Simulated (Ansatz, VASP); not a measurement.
# Pt: VASP beside Ansatz

File INCAR:

```
SYSTEM = Pt
PREC     = Accurate       ! precision mode
ENCUT    = 600            ! plane-wave cutoff, eV
EDIFF    = 1E-6           ! SCF threshold, eV
ISMEAR   = -1             ! smearing method
SIGMA    = 0.1            ! smearing width, eV
LREAL    = .False.        ! projectors in reciprocal space
LASPH    = .True.         ! aspherical terms in the spheres
NELM     = 100            ! most SCF steps
ALGO     = Normal         ! electronic algorithm
ISIF     = 3              ! what is computed and relaxed
LWAVE    = .False.        ! write WAVECAR
LCHARG   = .False.        ! write CHGCAR
GGA      = PS             ! functional
IVDW     = 12             ! dispersion correction
IBRION   = 2              ! ionic algorithm
NSW      = 80             ! ionic steps
EDIFFG   = -0.01          ! ionic threshold
```

The input KPOINTS:

```
regular mesh
0
Gamma
  11 11 6
  0 0 0
```

Contents of POSCAR:

```
Pt
1.0
    2.7606660000      0.0000000000      0.0000000000
   -1.3803330000      2.3908070000      0.0000000000
    0.0000000000      0.0000000000      4.7921340000
Pt
2
Direct
    0.6666666667      0.3333333333      0.7500000000
    0.3333333333      0.6666666667      0.2500000000
```

Input for Ansatz:

```yaml
crystal:
  lattice:
    - [2.760666, 0.0, 0.0]
    - [-1.380333, 2.390807, 0.0]
    - [0.0, 0.0, 4.792134]
  atoms:
    - { symbol: Pt, position: [0.6666666666666666, 0.3333333333333333, 0.75] }
    - { symbol: Pt, position: [0.3333333333333333, 0.6666666666666666, 0.25] }
kpoints:
  mp_grid:
    grid: [11, 11, 6]
    shift: [0.0, 0.0, 0.0]
hamiltonian:
  xc: pbesol
  dispersion: d3bj
scf:
  occupations:
    method: fermi_dirac
    width: 0.1
relax:
  f_tol: 0.01
  cell: {}
```

Alike in both runs: task relaxation of cell and atoms; functional PBEsol; dispersion D3(BJ); k mesh 11 × 11 × 6; occupations fermi-dirac, width 0.1 eV; no spin polarisation.

|  | VASP | Ansatz |
| --- | --- | --- |
| version | VASP 6.6.1 | Ansatz 0.2.0 |
| potentials or method | VASP PAW PBE potentials, release 64 (Pt) | plane waves, PAW |
| plane-wave cutoff (eV) | 600 | 420 |
| valence electrons in the cell | 20 | 36 |

|  | VASP | Ansatz | Ansatz less VASP |
| --- | --- | --- | --- |
| relaxed volume (Å³/atom) | 14.72 | 14.73 | +0.013 |
| relaxed cell length with the largest relative difference (Å) | 4.616 | 4.619 | +0.0029 |

VASP's potentials were made for PBE, not for PBEsol. VASP's potentials hold 20 valence electrons a cell and Ansatz's 36, so a difference there can come from the potentials and not from the codes.

Spin-orbit coupling is off throughout.
